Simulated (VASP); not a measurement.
Input of a VASP 6.6.1 run:

Contents of INCAR:

```
SYSTEM = PPb2
  PREC = Accurate
  ENCUT = 520
  EDIFF = 1E-6
  ISMEAR = 0
  SIGMA = 0.1
  LREAL = .False.
  LASPH = .True.
  NELM = 100
  ALGO = Normal
  ISIF = 2
  LWAVE = .False.
  LCHARG = .False.
  GGA = PE
  NBANDS = 42
```

Contents of KPOINTS:

```
regular mesh
0
Gamma
  4 4 4
  0 0 0
```

File POSCAR:

```
PPb2
1.0
    4.5429949100      0.0000000000      0.0000000000
    0.0000000000      4.5429949100      0.0000000000
    0.0000000000      0.0000000000      6.9317088300
P Pb
2 4
Direct
    0.0000000000      0.5000000000      0.6999999900
    0.5000000000      0.0000000000      0.3000000100
    0.0000000000      0.0000000000      0.0000000000
    0.5000000000      0.5000000000      0.0000000000
    0.0000000000      0.5000000000      0.2700000100
    0.5000000000      0.0000000000      0.7299999900
```

Potentials or basis: VASP PAW PBE potentials, release 64 (P, Pb_d).

Command:

```sh
$ cat potpaw_PBE.64/P/POTCAR potpaw_PBE.64/Pb_d/POTCAR > POTCAR
$ mpirun -np 1 vasp_std > vasp.out
```

Problem. Estimate the largest force.

Solution. 4.126 eV/Å.

Problem. What does it give for the pressure?

Solution. 16.2 GPa.

Problem. Estimate the band gap on the k mesh.

Solution. Zero (bands 33 and 34 overlap by 3.17 eV).

Forces in eV/Å, atoms in the order of the input:
```
P    0.000  0.000 -0.452
P    0.000  0.000  0.452
Pb   0.000  0.000  0.000
Pb   0.000  0.000  0.000
Pb   0.000  0.000  4.126
Pb   0.000  0.000 -4.126
```

Caveat: the cell stands under pressure; spin-orbit coupling is left out, which moves the levels of the heavy elements; forces of over 1 eV/Å act on the atoms, so gaps and moduli don't describe the material at rest.
